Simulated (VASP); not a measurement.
**CdSe (Cadmoselite): single point with PBEsol**

CdSe (Cadmoselite):

```xyz
4
Lattice="4.3011 0.0000 0.0000 -2.1506 3.7249 0.0000 0.0000 0.0000 7.0222" Properties=species:S:1:pos:R:3 pbc="T T T"
Cd    0.0000    2.4832    0.0330
Cd    2.1506    1.2416    3.5441
Se    0.0000    2.4832    2.6706
Se    2.1506    1.2416    6.1817
```

```json
{
  "Program": "VASP 6.6.1",
  "Task": "single point",
  "Functional": "PBEsol",
  "Potentials or basis": "VASP PAW PBE potentials, release 64 (Cd, Se)",
  "Cutoff": "520 eV",
  "k mesh": "6 × 6 × 4",
  "Occupations": "fermi-dirac, width 0.01 eV",
  "Spin": "non-collinear spin, zero start, spin-orbit coupling",
  "Starting moments": "[[0.0, 0.0, 0.0], [0.0, 0.0, 0.0], [0.0, 0.0, 0.0], [0.0, 0.0, 0.0]] μB"
}
```

```json
{"Pressure": "0.3 GPa", "Net moment": "0.00 μB per cell", "Valence electrons inside the program's atomic spheres": "Cd 10.32; Se 3.85"}
```

Moments on the atoms (μB; x, y, z):
```
Cd  0.00 0.00 0.00
Cd  0.00 0.00 0.00
Se  0.00 0.00 0.00
Se  0.00 0.00 0.00
```

Wall time 2.1 min on 1 thread of Intel(R) Xeon(R) 6975P-C (Granite Rapids) (shared host), peak memory 0.56 GiB.

Caveat: the PAW data sets were made with another functional, which shifts forces and pressure a little.
